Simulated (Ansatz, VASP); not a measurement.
# One calculation of Mg, two programs

```
Mg
1.0
     5.07690    0.00000    0.00000
    -2.53845    4.39672    0.00000
     0.00000    0.00000    3.06469
Mg
3
Direct
  0.00000 0.00000 0.00000
  0.33333 0.66667 0.50000
  0.66667 0.33333 0.50000
```

Alike in both runs: functional PBEsol; k mesh 12 × 12 × 16; occupations gaussian, width 0.1 eV; no spin polarisation.

Ansatz relaxed the structure, and its values are those at the end. VASP's run is a single point on that final structure, the one shown.

|  | VASP | Ansatz |
| --- | --- | --- |
| version | VASP 6.6.1 | Ansatz 0.2.0 |
| potentials or method | VASP PAW PBE potentials, release 64 (Mg), cutoff 520 eV | scalar-relativistic, plane waves, PAW |
| valence electrons in the cell | 6 | 30 |

```tsv
	VASP	Ansatz	Ansatz less VASP
gap on the k mesh at the Fermi level (eV)	none	none	-
pressure (GPa)	0.0	0.0	+0.05
```

VASP's potentials were made for PBE, not for PBEsol. A gap of «none» marks a metal or a gap that the smearing closes. With one functional, cell and mesh, what is left measures potentials, basis and numerics. VASP's potentials hold 6 valence electrons a cell and Ansatz's 30, so a difference there can come from the potentials and not from the codes.
